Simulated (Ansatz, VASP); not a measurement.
Two plane-wave programs on LuTl2

```
Lu Tl
1.0
     5.28642    0.00000    0.00000
    -2.64321    4.57817    0.00000
     0.00000    0.00000    3.38273
Lu Tl
1 2
Cartesian
  0.0000 0.0000 0.0000
  0.0000 3.0521 1.6914
  2.6432 1.5261 1.6914
```

Change from the starting cell: species swapped into the HfBe2 type (P6/mmm, No. 191).

Alike in both runs: functional PBE; k mesh 6 × 6 × 6; occupations gaussian, width 0.1 eV; no spin polarisation.

Ansatz relaxed the structure, and its values are those at the end. VASP's run is a single point on that final structure, the one shown.

```csv
,VASP,Ansatz
version,VASP 6.6.1,Ansatz 0.2.0
potentials or method,"VASP PAW PBE potentials, release 64 (Lu, Tl_d), cutoff 520 eV","scalar-relativistic, plane waves, PAW"
valence electrons in the cell,51,51
```

```csv
,VASP,Ansatz,Ansatz less VASP
gap on the k mesh at the Fermi level (eV),none,none,-
pressure (GPa),-0.1,-0.1,+0.01
```

A gap of «none» marks a metal or a gap that the smearing closes. With one functional, cell and mesh, what is left measures potentials, basis and numerics.

Spin-orbit coupling is off throughout.
